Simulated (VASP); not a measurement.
The system is BN.

```
CELL_PARAMETERS angstrom
2.50804 0.00000 0.00000
-1.24671 2.17623 0.00000
-0.63067 -1.08812 3.02254
ATOMIC_POSITIONS crystal
B 0.97964 0.98350 0.00181
N 0.66851 0.33238 0.98500
```

Base run:

- Program: VASP 6.6.1
- Functional: r2SCAN
- Dispersion: D4
- Potentials or basis: VASP PAW PBE potentials, release 64 (B, N)
- Cutoff: 520 eV
- k mesh: 8 × 8 × 6
- Occupations: gaussian, width 0.01 eV
- Spin: no spin polarisation

Its results: band gap on the k mesh 3.27 eV, indirect (least direct gap 5.19 eV); pressure 0.0 GPa; largest force 2.727 eV/Å.

**Question.** The run is repeated on the same cell with these changes: k mesh from 8 × 8 × 6 to 4 × 4 × 4. What comes out?

**Answer.** Band gap on the k mesh 3.45 eV, indirect (least direct gap 5.47 eV); pressure -0.1 GPa; largest force 2.771 eV/Å.

Caveats: some runs use coarse meshes; the PAW data sets were made with another functional, which shifts forces and pressure a little.

A k mesh can miss the band edges.
